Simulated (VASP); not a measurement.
# Ca2Br3 (R-3m) in VASP: further runs

The runs below take Ca2Br3 through single point, with PBE.

All numbers are computed with VASP 6.6.1; they aren't measurements. Logs are shortened: lines on timing, memory, paths and dates and some standing lists are left out, and cuts for length are marked.

## Step 1: The cell of the first run

Symmetry: R-3m, No. 166, trigonal system. The conventional cell has a = 4.188 Å, b = 4.188 Å, c = 29.121 Å, α = 90.00°, β = 90.00°, γ = 120.00°. Ca (site symmetry 3m) has 6 Br at 2.94 to 3.10 Å within 3.9 Å. Br (site symmetry -3m) has 6 Ca at 3.10 Å and 12 Br at 4.19 to 4.34 Å within 4.4 Å. Br (site symmetry 3m) has 3 Ca at 2.94 Å and 3 Br at 3.47 Å within 3.9 Å.

## Step 2: Single point, PBE

Input file INCAR:

```
  ALGO = Normal
  EDIFF = 1E-6
  ENCUT = 520
  GGA = PE
  ISIF = 2
  ISMEAR = 0
  LASPH = True
  LCHARG = False
  LREAL = False
  LWAVE = False
  NBANDS = 28
  NELM = 80
  PREC = Accurate
  SIGMA = 0.1
```

Input file KPOINTS:

```
k-points
0
Gamma
  6 6 6
```

Input file POSCAR:

```
Ca2Br3
1.0
    2.0940570479      1.2090044003      9.7070166391
   -2.0940570479      1.2090044003      9.7070166391
    0.0000000000     -2.4180088005      9.7070166391
Ca Br
2 3
Direct
    0.4000000000      0.4000000000      0.4000000000
    0.6000000000      0.6000000000      0.6000000000
    0.0000000000      0.0000000000      0.0000000000
    0.2095000000      0.2095000000      0.2095000000
    0.7905000000      0.7905000000      0.7905000000
```

Potentials or basis: VASP PAW PBE potentials, release 64 (Ca_sv, Br).

Started as:

```
> cat potpaw_PBE.64/Ca_sv/POTCAR potpaw_PBE.64/Br/POTCAR > POTCAR
> mpirun -np 1 vasp_std > vasp.out
```

OUTCAR:

```text
EDIFF = 1E-6
   ENCUT = 520
   GGA = PE
   ISIF = 2
   ISMEAR = 0
   LASPH = True
   LREAL = False
   NELM = 80
   PREC = Accurate

 ion  position               nearest neighbor table
   1  0.400  0.400  0.400-   5 2.94   5 2.94   5 2.94
   2  0.600  0.600  0.600-   4 2.94   4 2.94   4 2.94
   3  0.000  0.000  0.000-
   4  0.209  0.209  0.209-   2 2.94   2 2.94   2 2.94
   5  0.791  0.791  0.791-   1 2.94   1 2.94   1 2.94

  LATTYP: Found a trigonal (rhomboedric) cell.
 ALAT       =    10.0036462648
 COS(alpha) =     0.9123624232

  Lattice vectors:

 A1 = (   2.0940570479,   1.2090044003,   9.7070166391)
 A2 = (  -2.0940570479,   1.2090044003,   9.7070166391)
 A3 = (   0.0000000000,  -2.4180088005,   9.7070166391)

Analysis of symmetry for initial positions (statically):
=====================================================================
 Subroutine PRICEL returns:
 Original cell was already a primitive cell.

 Routine SETGRP: Setting up the symmetry group for a
 trigonal (rhombohedral) supercell.

 Subroutine GETGRP returns: Found 12 space group operations
 (whereof 12 operations were pure point group operations)
 out of a pool of 12 trial point group operations.

The static configuration has the point symmetry D_3d.

Analysis of symmetry for dynamics (positions and initial velocities):
=====================================================================
 Subroutine PRICEL returns:
 Original cell was already a primitive cell.

 Routine SETGRP: Setting up the symmetry group for a
 trigonal (rhombohedral) supercell.

 Subroutine GETGRP returns: Found 12 space group operations
 (whereof 12 operations were pure point group operations)
 out of a pool of 12 trial point group operations.

The dynamic configuration has the point symmetry D_3d.

 Subroutine INISYM returns: Found 12 space group operations
 (whereof 12 operations are pure point group operations),
 and found     1 'primitive' translations

----------------------------------------------------------------------------------------

                                     Primitive cell

  volume of cell :     147.4529

  direct lattice vectors                    reciprocal lattice vectors
     2.094057048  1.209004400  9.707016639     0.238770954  0.137854475  0.034339421
    -2.094057048  1.209004400  9.707016639    -0.238770954  0.137854475  0.034339421
     0.000000000 -2.418008800  9.707016639     0.000000000 -0.275708950  0.034339421

  length of vectors
    10.003646265 10.003646265 10.003646265     0.277839199  0.277839199  0.277839199

  position of ions in fractional coordinates (direct lattice)
     0.400000000  0.400000000  0.400000000
     0.600000000  0.600000000  0.600000000
     0.000000000  0.000000000  0.000000000
     0.209500000  0.209500000  0.209500000
     0.790500000  0.790500000  0.790500000

  ion indices of the primitive-cell ions
   primitive index   ion index
                 1           1
                 2           2
                 3           3
                 4           4
                 5           5

----------------------------------------------------------------------------------------

 KPOINTS: k-points

Automatic generation of k-mesh.
 Grid dimensions read from file:
 generate k-points for:    6    6    6

 Generating k-lattice:

  Cartesian coordinates                     Fractional coordinates (reciprocal lattice)
     0.039795159  0.022975746  0.005723237     0.166666667  0.000000000  0.000000000
    -0.039795159  0.022975746  0.005723237     0.000000000  0.166666667  0.000000000
     0.000000000 -0.045951492  0.005723237     0.000000000  0.000000000  0.166666667

  Length of vectors
     0.046306533  0.046306533  0.046306533

  Shift w.r.t. Gamma in fractional coordinates (k-lattice)
     0.000000000  0.000000000  0.000000000

 Subroutine IBZKPT returns following result:
 ===========================================

 Found     32 irreducible k-points:

 Following reciprocal coordinates:
            Coordinates               Weight
  0.000000  0.000000  0.000000      1.000000
  0.166667 -0.000000 -0.000000      6.000000
  0.333333 -0.000000 -0.000000      6.000000
  0.500000 -0.000000 -0.000000      3.000000
  0.166667  0.166667 -0.000000      6.000000
  0.333333  0.166667 -0.000000     12.000000
[... 16 lines left out ...]
  0.500000  0.500000  0.166667      6.000000
 -0.333333  0.500000  0.166667     12.000000
 [... further k-points ...]
   k-points           NKPTS =     32   k-points in BZ     NKDIM =     32   number of bands    NBANDS=     28
   number of dos      NEDOS =    301   number of ions     NIONS =      5
   total plane-waves  NPLWV = 512000
   dimension x,y,z NGX =    80 NGY =   80 NGZ =   80
   dimension x,y,z NGXF=   160 NGYF=  160 NGZF=  160
   ions per type =               2   3
   NGX,Y,Z   is equivalent  to a cutoff of  13.29, 13.29, 13.29 a.u.
   NGXF,Y,Z  is equivalent  to a cutoff of  26.59, 26.59, 26.59 a.u.
 SYSTEM =  unknown system
   PREC   = accura    normal or accurate (medium, high low for compatibility)
   ISTART =      0    job   : 0-new  1-cont  2-samecut
   ICHARG =      2    charge: 1-file 2-atom 10-const
   ISPIN  =      1    spin polarized calculation?
   LNONCOLLINEAR =      F non collinear calculations
   LSORBIT =      F    spin-orbit coupling
   LASPH  =      T    aspherical Exc in radial PAW
   ENCUT  =  520.0 eV  38.22 Ry    6.18 a.u.  18.60 18.60 18.60*2*pi/ulx,y,z
   NELM   =     80;   NELMIN=  2; NELMDL= -5     # of ELM steps
   EDIFF  = 0.1E-05   stopping-criterion for ELM
   LREAL  =      F    real-space projection
   EDIFFG = 0.1E-04   stopping-criterion for IOM
   NSW    =      0    number of steps for IOM
   IBRION =     -1    ionic relax: 0-MD 1-quasi-New 2-CG
   NFREE  =      0    steps in history (QN), initial steepest desc. (CG)
   ISIF   =      2    stress and relaxation
   ISYM   =      2    0-nonsym 1-usesym 2-fastsym
   POTIM  = 0.5000    time-step for ionic-motion
   TEBEG  =    0.0;   TEEND  =   0.0 temperature during run
   PSTRESS=    0.0 pullay stress
   NELECT =      41.0000    total number of electrons
   NUPDOWN=      -1.0000    fix difference up-down
   EMIN   =  10.00;   EMAX   =-10.00  energy-range for DOS
   EFERMI =   0.00;   METHOD = LEGACY
   ISMEAR =     0;   SIGMA  =   0.10  broadening in eV -4-tet -1-fermi 0-gaus
   EFERMI_NEDOS =   21; number of points for ismear=-14 and -15
   IALGO  =     38    algorithm
   IMIX   =      4    mixing-type and parameters
     AMIX     =   0.40;   BMIX     =  1.00
     AMIX_MAG =   1.60;   BMIX_MAG =  1.00
  volume/ion in A,a.u.               =      29.49       199.01
  Fermi-wavevector in a.u.,A,eV,Ry     =   1.068526  2.019221 15.534414  1.141747
  Thomas-Fermi vector in A             =   2.204177
   LORBIT       =      0    0 simple, 1 ext, 2 COOP (PROOUT), +10 PAW based schemes
   GGA     = PE    functional components
   LHFCALC =     F    Hartree Fock is set to
   AEXX    =    0.0000 exact exchange contribution
   IVDW    =     0    specifies the selected vdW correction
   LEPSILON=     F    determine dielectric tensor
   LRPA    =     F    only Hartree local field effects (RPA)
 non-spin polarized calculation
 Gauss-broadening in eV      SIGMA  =   0.10
  energy-cutoff  :      520.00
  volume of cell :      147.45
 maximum number of plane-waves:      3990
 NGX is ok and might be reduce to    80
   NGX = 37   NGY = 37   NGZ = 37

 number of electron      41.0000001 magnetization

 Free energy of the ion-electron system (eV)
  ---------------------------------------------------
  ext. energy  EPLUGINS =         0.00000000
  ---------------------------------------------------
  free energy    TOTEN  =       -16.85235995 eV

  energy without entropy =      -16.82853784  energy(sigma->0) =      -16.84044890

 E-fermi :   4.7906     XC(G=0):  -8.5739

 val. band max:        4.7775504978   @ k =   0.3333   0.1667   0.1667
 cond. band min:       4.7967956319   @ k =   0.5000   0.3333  -0.0000
 fundamental gap:      0.0192451341
 Fermi energy:         4.7906464660

 k-point     1 :       0.0000    0.0000    0.0000
  band No.  band energies     occupation
      1     -38.2836      2.00000
      2     -38.2826      2.00000
      3     -19.3470      2.00000
      4     -19.3108      2.00000
      5     -19.2923      2.00000
      6     -19.2923      2.00000
[... 20 lines left out ...]
     27       6.2725      0.00000
     28       6.2948      0.00000

 k-point     2 :       0.1667   -0.0000   -0.0000
  band No.  band energies     occupation
      1     -38.2824      2.00000
      2     -38.2816      2.00000
      3     -19.3377      2.00000
      4     -19.3174      2.00000
      5     -19.3123      2.00000
      6     -19.3018      2.00000
[... 20 lines left out ...]
     27       6.3941      0.00000
     28       6.6540      0.00000

 k-point     3 :       0.3333   -0.0000   -0.0000
  band No.  band energies     occupation
      1     -38.2801      2.00000
      2     -38.2796      2.00000
      3     -19.3606      2.00000
      4     -19.3488      2.00000
      5     -19.3161      2.00000
      6     -19.3056      2.00000
[... 20 lines left out ...]
     27       6.9008      0.00000
     28       7.0326      0.00000

 k-point     4 :       0.5000   -0.0000   -0.0000
  band No.  band energies     occupation
      1     -38.2790      2.00000
      2     -38.2786      2.00000
      3     -19.3820      2.00000
      4     -19.3667      2.00000
      5     -19.3098      2.00000
      6     -19.3054      2.00000
[... 20 lines left out ...]
     27       7.1513      0.00000
     28       7.2751      0.00000

 k-point     5 :       0.1667    0.1667   -0.0000
  band No.  band energies     occupation
      1     -38.2824      2.00000
      2     -38.2816      2.00000
      3     -19.3377      2.00000
      4     -19.3172      2.00000
      5     -19.3124      2.00000
      6     -19.3019      2.00000
[... 20 lines left out ...]
     27       6.3855      0.00000
     28       6.5749      0.00000

 k-point     6 :       0.3333    0.1667   -0.0000
  band No.  band energies     occupation
      1     -38.2807      2.00000
      2     -38.2801      2.00000
      3     -19.3430      2.00000
      4     -19.3388      2.00000
      5     -19.3218      2.00000
      6     -19.3064      2.00000
[... 463 lines left out ...]
      5     -19.3217      2.00000
      6     -19.3157      2.00000
[... 20 lines left out ...]
     27       7.0324      0.00000
     28       7.1051      0.00000

 k-point    22 :      -0.1667    0.3333    0.1667
  band No.  band energies     occupation
      1     -38.2790      2.00000
      2     -38.2786      2.00000
      3     -19.3689      2.00000
      4     -19.3580      2.00000
      5     -19.3216      2.00000
      6     -19.3157      2.00000
[... 20 lines left out ...]
     27       7.0243      0.00000
     28       7.1223      0.00000

 k-point    23 :       0.5000    0.5000    0.1667
  band No.  band energies     occupation
      1     -38.2801      2.00000
      2     -38.2796      2.00000
      3     -19.3604      2.00000
      4     -19.3491      2.00000
      5     -19.3155      2.00000
      6     -19.3056      2.00000
[... 20 lines left out ...]
     27       6.8811      0.00000
     28       7.0012      0.00000

 k-point    24 :      -0.3333    0.5000    0.1667
  band No.  band energies     occupation
      1     -38.2790      2.00000
      2     -38.2786      2.00000
      3     -19.3688      2.00000
      4     -19.3581      2.00000
      5     -19.3217      2.00000
      6     -19.3157      2.00000
[... 20 lines left out ...]
     27       7.0317      0.00000
     28       7.1302      0.00000

 [... further k-points ...]

------------------------ aborting loop because EDIFF is reached ----------------------------------------

  FORCE on cell =-STRESS in cart. coord.  units (eV):
  Direction    XX          YY          ZZ          XY          YZ          ZX
  --------------------------------------------------------------------------------------
  -------------------------------------------------------------------------------------
  Total        0.9078726      0.9078726     -0.4534774      0.0000000     -0.0000000      0.0000000
  in kB        9.8646595      9.8646595     -4.9273433      0.0000000     -0.0000000      0.0000000
  external PRESSURE =       4.9339919 kB  Pullay stress =       0.0000000 kB

 VOLUME and BASIS-vectors are now :
 -----------------------------------------------------------------------------
  energy-cutoff  :      520.00
  volume of cell :      147.45
      direct lattice vectors                 reciprocal lattice vectors
     2.094057048  1.209004400  9.707016639     0.238770954  0.137854475  0.034339421
    -2.094057048  1.209004400  9.707016639    -0.238770954  0.137854475  0.034339421
     0.000000000 -2.418008800  9.707016639     0.000000000 -0.275708950  0.034339421

 POSITION                                       TOTAL-FORCE (eV/Angst)
 -----------------------------------------------------------------------------------
      0.00000      0.00000     11.64842         0.000000      0.000000      0.014356
      0.00000      0.00000     17.47263         0.000000     -0.000000     -0.014356
      0.00000      0.00000      0.00000         0.000000     -0.000000      0.000000
      0.00000      0.00000      6.10086         0.000000      0.000000      0.825689
      0.00000      0.00000     23.02019         0.000000     -0.000000     -0.825689
 -----------------------------------------------------------------------------------
    total drift:                               -0.000000     -0.000000     -0.000000

  FREE ENERGIE OF THE ION-ELECTRON SYSTEM (eV)
  ---------------------------------------------------
  free  energy   TOTEN  =       -16.8523599504 eV

  energy  without entropy=      -16.8285378424  energy(sigma->0) =      -16.84044890
```

Run time: 30 min. Hardware: 1 thread of AMD EPYC 7R13, shared host; peak memory 0.91 GiB.

Results:

| Quantity | Value |
| --- | --- |
| Free energy | -16.8524 eV |
| Pressure | 0.5 GPa |
| Largest force | 0.826 eV/Å |
| Band gap on the k mesh | zero (an odd number of electrons rules out a gap without spin polarisation) |

Forces in eV/Å, atoms in the order of the input:
```
Ca   0.000  0.000  0.014
Ca   0.000  0.000 -0.014
Br   0.000  0.000  0.000
Br   0.000  0.000  0.826
Br   0.000  0.000 -0.826
```

Caveat: an odd number of electrons without spin polarisation forces a metal; a magnetic or distorted state may lie lower.

## Step 3: Single point, PBE

This run uses another cell than the first one, of 34.01 Å³/atom.

Input file INCAR:

```
SYSTEM = Ca2Br3
PREC = Accurate
ENCUT = 520
EDIFF = 1E-7
ISMEAR = 0
SIGMA = 0.1
LREAL = .FALSE.
LASPH = .TRUE.
NELM = 60
ALGO = Normal
ISIF = 2
LWAVE = .FALSE.
LCHARG = .FALSE.
GGA = PE
NBANDS = 28
```

Input file KPOINTS:

```
Automatic mesh
0
G
  6 6 6
  0 0 0
```

Input file POSCAR:

```
Ca2Br3
1.0
    2.2067030630      1.2740406075     10.0821821205
   -2.2067030630      1.2740406075     10.0821821205
    0.0000000000     -2.5480812149     10.0821821205
Ca Br
2 3
Direct
    0.3903165161      0.3903165161      0.3903165161
    0.6096834839      0.6096834839      0.6096834839
    0.0000000000      0.0000000000      0.0000000000
    0.2278682900      0.2278682900      0.2278682900
    0.7721317100      0.7721317100      0.7721317100
```

Potentials or basis: VASP PAW PBE potentials, release 64 (Ca_sv, Br).

Started as:

```
> cat potpaw_PBE.64/Ca_sv/POTCAR potpaw_PBE.64/Br/POTCAR > POTCAR
> mpirun -np 1 vasp_std > vasp.out
```

It took 32 min on 1 thread of AMD EPYC 7R13, shared host; peak memory 0.89 GiB.

It converged, with:

- Free energy: -17.2199 eV
- Pressure: -0.1 GPa
- Largest force: 0.027 eV/Å
- Band gap on the k mesh: zero (an odd number of electrons rules out a gap without spin polarisation)

Forces on the atoms (eV/Å):
```
Ca   0.000  0.000  0.024
Ca   0.000  0.000 -0.024
Br   0.000  0.000  0.000
Br   0.000  0.000  0.027
Br   0.000  0.000 -0.027
```

Stress tensor (GPa, compression positive):
```
-0.14  0.00  0.00
 0.00 -0.14  0.00
 0.00  0.00  0.01
```

Levels at points of the mesh, in eV from the Fermi level:
| k point | band 18 | band 19 | band 20 | band 21 | band 22 | band 23 | band 24 | band 25 |
| --- | --- | --- | --- | --- | --- | --- | --- | --- |
| (0.00, 0.00, 0.00) | -4.98 | -4.98 | -4.77 | -0.82 | 0.61 | 0.62 | 0.62 | 1.26 |
| (0.50, 0.00, 0.00) | -5.33 | -5.24 | -5.01 | -0.40 | 0.98 | 1.28 | 1.58 | 1.69 |
| (0.50, 0.50, 0.00) | -5.25 | -5.24 | -5.17 | -0.41 | 1.13 | 1.14 | 1.67 | 1.87 |
| (0.50, 0.50, 0.50) | -5.13 | -5.02 | -5.02 | -0.59 | 0.61 | 0.61 | 0.90 | 1.04 |

Caveat: an odd number of electrons without spin polarisation forces a metal; a magnetic or distorted state may lie lower.
